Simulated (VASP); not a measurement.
# In3As (P6_3/mmc) in VASP: single point with r2SCAN

Aim: the single point of In3As with r2SCAN.

Everything below comes from runs of VASP 6.6.1. Logs are shortened: lines on timing, memory, paths and dates and some standing lists are left out, and cuts for length are marked.

**1. The cell of the first run**

The structure is hexagonal, space group P6_3/mmc (No. 194). Conventional cell: a = 8.083 Å, b = 8.083 Å, c = 3.863 Å, α = 90.00°, β = 90.00°, γ = 120.00°. Within 4.1 Å of In (site symmetry mm2) lie 4 As at 2.89 to 4.05 Å and 8 In at 3.17 to 3.86 Å. As (site symmetry -6m2) has 12 In at 2.89 to 4.05 Å and 2 As at 3.86 Å within 4.1 Å.

**2. Single point, r2SCAN**

POSCAR reads:

```
In3As
1.0
    8.0833106518      0.0000000000      0.0000000000
   -4.0416553259      7.0003523712      0.0000000000
    0.0000000000      0.0000000000      3.8629958458
In As
6 2
Direct
    0.8201324554      0.6402649109      0.2500000000
    0.1798675446      0.8201324554      0.7500000000
    0.3597350891      0.1798675446      0.2500000000
    0.1798675446      0.3597350891      0.7500000000
    0.8201324554      0.1798675446      0.2500000000
    0.6402649109      0.8201324554      0.7500000000
    0.3333333333      0.6666666667      0.2500000000
    0.6666666667      0.3333333333      0.7500000000
```

INCAR.step1 reads:

```
SYSTEM = In3As
  PREC = Accurate
  ENCUT = 520
  ISMEAR = 0
  SIGMA = 0.1
  LREAL = .FALSE.
  LASPH = .TRUE.
  NELM = 100
  NBANDS = 54
  GGA = PE
  ALGO = Normal
  EDIFF = 1E-4
  LWAVE = .TRUE.
  LCHARG = .FALSE.
```

INCAR.step2 reads:

```
SYSTEM = In3As
  PREC = Accurate
  ENCUT = 520
  EDIFF = 1E-6
  ISMEAR = 0
  SIGMA = 0.1
  LREAL = .FALSE.
  LASPH = .TRUE.
  NELM = 100
  ALGO = Normal
  ISIF = 2
  LWAVE = .FALSE.
  LCHARG = .TRUE.
  METAGGA = R2SCAN
  LMIXTAU = .TRUE.
  LELF = .TRUE.
  LVHAR = .TRUE.
  NBANDS = 54
  ISTART = 1
```

KPOINTS reads:

```
regular mesh
0
G
  6 6 10
  0 0 0
```

Potentials or basis: VASP PAW PBE potentials, release 64 (In_d, As).

On the command line:

```sh
$ cat potpaw_PBE.64/In_d/POTCAR potpaw_PBE.64/As/POTCAR > POTCAR
$ cp INCAR.step1 INCAR
$ mpirun -np 1 vasp_std > vasp.out
$ cp INCAR.step2 INCAR
$ mpirun -np 1 vasp_std > vasp.out
```

OUTCAR:

```text
SYSTEM = In3As
   PREC = Accurate
   ENCUT = 520
   EDIFF = 1E-6
   ISMEAR = 0
   LREAL = .FALSE.
   LASPH = .TRUE.
   NELM = 100
   ISIF = 2
   METAGGA = R2SCAN
   ISTART = 1

 ion  position               nearest neighbor table
   1  0.820  0.640  0.250-   8 2.89   8 2.89   6 3.17   6 3.17   2 3.17   2 3.17   5 3.72   3 3.72

   2  0.180  0.820  0.750-   7 2.89   7 2.89   1 3.17   1 3.17   3 3.17   3 3.17   6 3.72   4 3.72

   3  0.360  0.180  0.250-   8 2.89   8 2.89   4 3.17   4 3.17   2 3.17   2 3.17   5 3.72   1 3.72

   4  0.180  0.360  0.750-   7 2.89   7 2.89   3 3.17   3 3.17   5 3.17   5 3.17   2 3.72   6 3.72

   5  0.820  0.180  0.250-   8 2.89   8 2.89   4 3.17   4 3.17   6 3.17   6 3.17   3 3.72   1 3.72

   6  0.640  0.820  0.750-   7 2.89   7 2.89   1 3.17   1 3.17   5 3.17   5 3.17   2 3.72   4 3.72

   7  0.333  0.667  0.250-   2 2.89   2 2.89   6 2.89   6 2.89   4 2.89   4 2.89
   8  0.667  0.333  0.750-   5 2.89   5 2.89   3 2.89   3 2.89   1 2.89   1 2.89

  LATTYP: Found a hexagonal cell.
 ALAT       =     8.0833106518
 C/A-ratio  =     0.4778977343

  Lattice vectors:

 A1 = (   8.0833106518,   0.0000000000,   0.0000000000)
 A2 = (  -4.0416553259,   7.0003523712,   0.0000000000)
 A3 = (   0.0000000000,   0.0000000000,   3.8629958458)

Analysis of symmetry for initial positions (statically):
=====================================================================
 Subroutine PRICEL returns:
 Original cell was already a primitive cell.

 Routine SETGRP: Setting up the symmetry group for a
 hexagonal supercell.

 Subroutine GETGRP returns: Found 24 space group operations
 (whereof 12 operations were pure point group operations)
 out of a pool of 24 trial point group operations.

The static configuration has the point symmetry D_3d.
 The point group associated with its full space group is D_6h.

Analysis of symmetry for dynamics (positions and initial velocities):
=====================================================================
 Subroutine PRICEL returns:
 Original cell was already a primitive cell.

 Routine SETGRP: Setting up the symmetry group for a
 hexagonal supercell.

 Subroutine GETGRP returns: Found 24 space group operations
 (whereof 12 operations were pure point group operations)
 out of a pool of 24 trial point group operations.

The dynamic configuration has the point symmetry D_3d.
 The point group associated with its full space group is D_6h.

 Subroutine INISYM returns: Found 24 space group operations
 (whereof 12 operations are pure point group operations),
 and found     1 'primitive' translations

----------------------------------------------------------------------------------------

                                     Primitive cell

  volume of cell :     218.5916

  direct lattice vectors                    reciprocal lattice vectors
     8.083310652  0.000000000  0.000000000     0.123711687  0.071424976  0.000000000
    -4.041655326  7.000352371  0.000000000     0.000000000  0.142849952  0.000000000
     0.000000000  0.000000000  3.862995846     0.000000000  0.000000000  0.258866445

  length of vectors
     8.083310652  8.083310652  3.862995846     0.142849952  0.142849952  0.258866445

  position of ions in fractional coordinates (direct lattice)
     0.820132455  0.640264911  0.250000000
     0.179867545  0.820132455  0.750000000
     0.359735089  0.179867545  0.250000000
     0.179867545  0.359735089  0.750000000
     0.820132455  0.179867545  0.250000000
     0.640264911  0.820132455  0.750000000
     0.333333333  0.666666667  0.250000000
     0.666666667  0.333333333  0.750000000

  ion indices of the primitive-cell ions
   primitive index   ion index
                 1           1
                 2           2
                 3           3
                 4           4
                 5           5
                 6           6
                 7           7
                 8           8

----------------------------------------------------------------------------------------

 KPOINTS: regular mesh

Automatic generation of k-mesh.
 Grid dimensions read from file:
 generate k-points for:    6    6   10

 Generating k-lattice:

  Cartesian coordinates                     Fractional coordinates (reciprocal lattice)
     0.020618615  0.011904163  0.000000000     0.166666667  0.000000000  0.000000000
     0.000000000  0.023808325  0.000000000     0.000000000  0.166666667  0.000000000
     0.000000000  0.000000000  0.025886644     0.000000000  0.000000000  0.100000000

  Length of vectors
     0.023808325  0.023808325  0.025886644

  Shift w.r.t. Gamma in fractional coordinates (k-lattice)
     0.000000000  0.000000000  0.000000000

 Subroutine IBZKPT returns following result:
 ===========================================

 Found     42 irreducible k-points:

 Following reciprocal coordinates:
            Coordinates               Weight
  0.000000  0.000000  0.000000      1.000000
  0.166667 -0.000000  0.000000      6.000000
  0.333333  0.000000  0.000000      6.000000
  0.500000  0.000000  0.000000      3.000000
  0.166667  0.166667  0.000000      6.000000
  0.333333  0.166667  0.000000     12.000000
[... 16 lines left out ...]
  0.166667 -0.000000  0.300000     12.000000
  0.333333  0.000000  0.300000     12.000000
 [... further k-points ...]
   k-points           NKPTS =     42   k-points in BZ     NKDIM =     42   number of bands    NBANDS=     54
   number of dos      NEDOS =    301   number of ions     NIONS =      8
   total plane-waves  NPLWV = 108000
   dimension x,y,z NGX =    60 NGY =   60 NGZ =   30
   dimension x,y,z NGXF=   120 NGYF=  120 NGZF=   60
   ions per type =               6   2
   NGX,Y,Z   is equivalent  to a cutoff of  12.34, 12.34, 12.91 a.u.
   NGXF,Y,Z  is equivalent  to a cutoff of  24.68, 24.68, 25.82 a.u.
 SYSTEM =  In3As
   PREC   = accura    normal or accurate (medium, high low for compatibility)
   ISTART =      1    job   : 0-new  1-cont  2-samecut
   ICHARG =      0    charge: 1-file 2-atom 10-const
   ISPIN  =      1    spin polarized calculation?
   LNONCOLLINEAR =      F non collinear calculations
   LSORBIT =      F    spin-orbit coupling
   LASPH  =      T    aspherical Exc in radial PAW
   ENCUT  =  520.0 eV  38.22 Ry    6.18 a.u.  15.03 15.03  7.18*2*pi/ulx,y,z
   NELM   =    100;   NELMIN=  2; NELMDL=  0     # of ELM steps
   EDIFF  = 0.1E-05   stopping-criterion for ELM
   LREAL  =      F    real-space projection
   EDIFFG = 0.1E-04   stopping-criterion for IOM
   NSW    =      0    number of steps for IOM
   IBRION =     -1    ionic relax: 0-MD 1-quasi-New 2-CG
   NFREE  =      0    steps in history (QN), initial steepest desc. (CG)
   ISIF   =      2    stress and relaxation
   ISYM   =      2    0-nonsym 1-usesym 2-fastsym
   POTIM  = 0.5000    time-step for ionic-motion
   TEBEG  =    0.0;   TEEND  =   0.0 temperature during run
   PSTRESS=    0.0 pullay stress
   NELECT =      88.0000    total number of electrons
   NUPDOWN=      -1.0000    fix difference up-down
   EMIN   =  10.00;   EMAX   =-10.00  energy-range for DOS
   EFERMI =   0.00;   METHOD = LEGACY
   ISMEAR =     0;   SIGMA  =   0.10  broadening in eV -4-tet -1-fermi 0-gaus
   EFERMI_NEDOS =   21; number of points for ismear=-14 and -15
   IALGO  =     38    algorithm
   IMIX   =      4    mixing-type and parameters
     AMIX     =   0.40;   BMIX     =  1.00
     AMIX_MAG =   1.60;   BMIX_MAG =  1.00
  volume/ion in A,a.u.               =      27.32       184.39
  Fermi-wavevector in a.u.,A,eV,Ry     =   1.208810  2.284319 19.881115  1.461221
  Thomas-Fermi vector in A             =   2.344406
   LORBIT       =      0    0 simple, 1 ext, 2 COOP (PROOUT), +10 PAW based schemes
   METAGGA = R2SCAN    functional components
   LHFCALC =     F    Hartree Fock is set to
   AEXX    =    0.0000 exact exchange contribution
   IVDW    =     0    specifies the selected vdW correction
   LEPSILON=     F    determine dielectric tensor
   LRPA    =     F    only Hartree local field effects (RPA)
 non-spin polarized calculation
 Gauss-broadening in eV      SIGMA  =   0.10
  energy-cutoff  :      520.00
  volume of cell :      218.59
 maximum number of plane-waves:      5916
   NGX = 31   NGY = 31   NGZ = 15

 number of electron      87.9999976 magnetization

 Free energy of the ion-electron system (eV)
  ---------------------------------------------------
  ext. energy  EPLUGINS =         0.00000000
  ---------------------------------------------------
  free energy    TOTEN  =      -164.92294954 eV

  energy without entropy =     -164.90530129  energy(sigma->0) =     -164.91412541

 E-fermi :   5.9786     XC(G=0): -10.2993

 val. band max:        5.9761725850   @ k =   0.3333   0.1667   0.5000
 cond. band min:       5.9996212452   @ k =   0.5000   0.0000   0.3000
 fundamental gap:      0.0234486602
 Fermi energy:         5.9785918259

 k-point     1 :       0.0000    0.0000    0.0000
  band No.  band energies     occupation
      1      -9.3797      2.00000
      2      -9.3475      2.00000
      3      -9.3311      2.00000
      4      -9.3248      2.00000
      5      -9.3248      2.00000
      6      -9.3048      2.00000
[... 46 lines left out ...]
     53      10.8357      0.00000
     54      11.0004      0.00000

 k-point     2 :       0.1667   -0.0000    0.0000
  band No.  band energies     occupation
      1      -9.3831      2.00000
      2      -9.3441      2.00000
      3      -9.3235      2.00000
      4      -9.3215      2.00000
      5      -9.3194      2.00000
      6      -9.3074      2.00000
[... 46 lines left out ...]
     53      10.9122      0.00000
     54      10.9643      0.00000
[... 1195 lines left out ...]
     53      10.3486      0.00000
     54      10.5527      0.00000

 k-point    24 :       0.3333    0.0000    0.3000
  band No.  band energies     occupation
      1      -9.3726      2.00000
      2      -9.3655      2.00000
      3      -9.3603      2.00000
      4      -9.3437      2.00000
      5      -9.2893      2.00000
      6      -9.2876      2.00000
[... 46 lines left out ...]
     53       9.8261      0.00000
     54      10.8729      0.00000

 [... further k-points ...]

------------------------ aborting loop because EDIFF is reached ----------------------------------------

  FORCE on cell =-STRESS in cart. coord.  units (eV):
  Direction    XX          YY          ZZ          XY          YZ          ZX
  --------------------------------------------------------------------------------------
  -------------------------------------------------------------------------------------
  Total       -0.0563282     -0.0563282      0.0140470     -0.0000000     -0.0000000      0.0000000
  in kB       -0.4128602     -0.4128602      0.1029585     -0.0000000     -0.0000000      0.0000000
  external PRESSURE =      -0.2409206 kB  Pullay stress =       0.0000000 kB

 VOLUME and BASIS-vectors are now :
 -----------------------------------------------------------------------------
  energy-cutoff  :      520.00
  volume of cell :      218.59
      direct lattice vectors                 reciprocal lattice vectors
     8.083310652  0.000000000  0.000000000     0.123711687  0.071424976  0.000000000
    -4.041655326  7.000352371  0.000000000     0.000000000  0.142849952  0.000000000
     0.000000000  0.000000000  3.862995846     0.000000000  0.000000000  0.258866445

 POSITION                                       TOTAL-FORCE (eV/Angst)
 -----------------------------------------------------------------------------------
      4.04166      4.48208      0.96575         0.000000      0.012276      0.000000
     -1.86077      5.74122      2.89725        -0.010631      0.006138      0.000000
      2.18089      1.25914      0.96575        -0.010631     -0.006138     -0.000000
      0.00000      2.51827      2.89725         0.000000     -0.012276     -0.000000
      5.90242      1.25914      0.96575         0.010631     -0.006138     -0.000000
      1.86077      5.74122      2.89725         0.010631      0.006138      0.000000
     -0.00000      4.66690      0.96575         0.000000     -0.000000      0.000000
      4.04166      2.33345      2.89725         0.000000     -0.000000      0.000000
 -----------------------------------------------------------------------------------
    total drift:                                0.000000     -0.000000      0.000000

  FREE ENERGIE OF THE ION-ELECTRON SYSTEM (eV)
  ---------------------------------------------------
  free  energy   TOTEN  =      -164.9229495422 eV

  energy  without entropy=     -164.9053012850  energy(sigma->0) =     -164.91412541
```

It took 44 min on 1 thread of Oxide Virtual Turin-like, shared host; peak memory 0.57 GiB.

Results:

* Free energy: -164.9229 eV
* Pressure: 0.0 GPa
* Largest force: 0.012 eV/Å
* Band gap on the k mesh: zero (bands 44 and 45 overlap by 1.50 eV)

Forces on the atoms (eV/Å):
```
In   0.000  0.012  0.000
In  -0.011  0.006  0.000
In  -0.011 -0.006  0.000
In   0.000 -0.012  0.000
In   0.011 -0.006  0.000
In   0.011  0.006  0.000
As   0.000  0.000  0.000
As   0.000  0.000  0.000
```

Caveat: the PAW data sets were made with another functional, which shifts forces and pressure a little; spin-orbit coupling is left out, which moves the levels of the heavy elements.

The gap in the log of VASP goes by the Fermi energy; the results here count the filled bands.